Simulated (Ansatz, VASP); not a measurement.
## CrCuO2 in VASP and in Ansatz

```
Cr Cu O
1.0
     1.51586    0.87518    5.81179
    -1.51586    0.87518    5.81179
     0.00000   -1.75036    5.81179
Cr Cu O
1 1 2
Cartesian
  0.0000 0.0000 8.7177
  0.0000 0.0000 0.0000
  0.0000 0.0000 1.8816
  0.0000 0.0000 15.5538
```

Alike in both runs: task single point; functional PBEsol; k mesh 11 × 11 × 11; occupations methfessel-paxton of order 1, width 0.005 eV; no spin polarisation.

|  | VASP | Ansatz |
| --- | --- | --- |
| version | VASP 6.6.1 | Ansatz 0.2.0 |
| potentials or method | VASP PAW PBE potentials, release 64 (Cr_pv, Cu, O) | PAW with Ansatz's default frozen-core files, scalar-relativistic |
| plane-wave cutoff (eV) | 600 | 420 |
| valence electrons in the cell | 35 | 45 |

|  | VASP | Ansatz | Ansatz less VASP |
| --- | --- | --- | --- |
| gap on the k mesh at the Fermi level (eV) | none | none | - |
| pressure (GPa) | -19.5 | -19.8 | -0.36 |
| traceless stress, the component that is largest in VASP (GPa) | 7.72 | 7.46 | -0.266 |
| rms of the force components (eV/Å) | 0.057 | 0.071 | +0.0144 |

VASP's potentials were made for PBE, not for PBEsol. Atom by atom the forces differ by 0.014 eV/Å (rms over components). A gap of «none» marks a metal or a gap that the smearing closes. The functional is the same, so the differences come from potentials, cutoffs and numerics. VASP's potentials hold 35 valence electrons a cell and Ansatz's 45, so a difference there can come from the potentials and not from the codes.
